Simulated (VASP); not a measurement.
Here is a VASP 6.6.1 calculation.

INCAR

```
SYSTEM = BP
  PREC = Accurate
  ENCUT = 520
  EDIFF = 1E-8
  ISMEAR = -1
  SIGMA = 0.08
  LREAL = .FALSE.
  LASPH = .TRUE.
  NELM = 60
  ALGO = Normal
  ISIF = 2
  LWAVE = .FALSE.
  LCHARG = .FALSE.
  GGA = PE
  LEFG = .TRUE.
  NBANDS = 11
```

File KPOINTS:

```
regular mesh
0
G
  13 13 11
  0 0 0
```

The input POSCAR:

```
BP
1.0
    3.0095726219      0.0000000000      0.0000000000
   -1.5047863109      2.6063663451      0.0000000000
    0.0000000000      0.0000000000      2.6617970824
B P
1 1
Direct
    0.0000000000      0.0000000000      0.0000000000
    0.3333333333      0.6666666667      0.5000000000
```

Potentials or basis: VASP PAW PBE potentials, release 64 (B, P).

Run with:

```sh
$ cat potpaw_PBE.64/B/POTCAR potpaw_PBE.64/P/POTCAR > POTCAR
$ mpirun -np 1 vasp_std > vasp.out
```

Q: What does it give for the band gap on the k mesh?

A: Zero (band 4 reaches 12.79 eV, above the bottom of band 5 at 5.67 eV).

Q: What does it give for the pressure?

A: -0.2 GPa.

Electric field gradients, principal values (V/Å²):
| atom | least | middle | greatest (by size) |
| --- | --- | --- | --- |
| 1 B | -2.336 | -2.336 | 4.672 |
| 2 P | -12.251 | -12.251 | 24.502 |

Caveat: without QUAD_EFG the Cq values of the log hold for a quadrupole moment of 1 mb, not for the nuclei.
